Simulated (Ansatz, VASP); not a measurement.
# MgO: VASP beside Ansatz

```
Mg O
1.0
     3.30347    0.00000    0.00000
    -1.65173    2.86089    0.00000
     0.00000    0.00000    5.01939
Mg O
2 2
Direct
  0.31783 0.67925 0.00366
  0.68217 0.32075 0.50366
  0.34772 0.65499 0.40094
  0.65228 0.34501 0.90094
```

Change from the starting cell: mode 4 frozen in at -0.072 Å and mode 5 at +0.036 Å (largest displacements).

Alike in both runs: task single point; functional PBEsol; k mesh 9 × 9 × 6; occupations gaussian, width 0.05 eV; no spin polarisation.

|  | VASP | Ansatz |
| --- | --- | --- |
| version | VASP 6.6.1 | Ansatz 0.2.0 |
| potentials or method | VASP PAW PBE potentials, release 64 (Mg, O), cutoff 520 eV | scalar-relativistic, plane waves, PAW |
| valence electrons in the cell | 16 | 32 |

```csv
,VASP,Ansatz,Ansatz less VASP
gap on the k mesh at the Fermi level (eV),3.31,3.32,+0.005
least direct gap on the mesh (eV),3.31,3.32,+0.005
pressure (GPa),-0.4,-0.1,+0.31
"traceless stress, the component that is largest in VASP (GPa)",-0.23,-0.22,+0.014
rms of the force components (eV/Å),0.124,0.123,-0.0013
```

VASP's potentials were made for PBE, not for PBEsol, and Ansatz warns of the same on its side. Atom by atom the forces differ by 0.002 eV/Å (rms over components). With one functional, cell and mesh, what is left measures potentials, basis and numerics. VASP's potentials hold 16 valence electrons a cell and Ansatz's 32, so a difference there can come from the potentials and not from the codes.
